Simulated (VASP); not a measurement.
Runs of VASP 6.6.1 on Cr. The structure is that of space group Fm-3m (No. 225), or close to it. The cells are those of the table. 

| task | cell | k mesh | cutoff (eV) | gap on the mesh (eV) | pressure (GPa) | relaxed volume (Å³/atom) |
| --- | --- | --- | --- | --- | --- | --- |
| relaxation of cell and atoms | relaxed from a = 2.602 Å, angles 60.0°, 1 atom | 8 × 8 × 8 | 600 | none | -0.4 | 11.50 |
| relaxation of cell and atoms | relaxed from a = 2.535 Å, angles 60.0°, 1 atom | 26 × 26 × 26 | 600 | none | 0.0 | (a) |
| single point | a = 2.530 Å, angles 60.0°, 1 atom | 26 × 26 × 26 | 520 | none | -0.5 | - |
| single point | a = 2.535 Å, angles 60.0°, 1 atom | 8 × 8 × 8 | 520 | none | -0.5 | - |

Alike in all rows: level PBEsol; potentials or basis VASP PAW PBE potentials, release 64 (Cr_pv); no spin polarisation; smearing gaussian 0.1 eV.

Task: Estimate the missing entries.

Result: (a) 11.43.

Caveats: some runs use coarse meshes; the PAW data sets were made with another functional, which shifts forces and pressure a little; the run has no spin polarisation, though such a crystal can be magnetic.

A gap of «none» marks levels without a gap at the run's occupations.
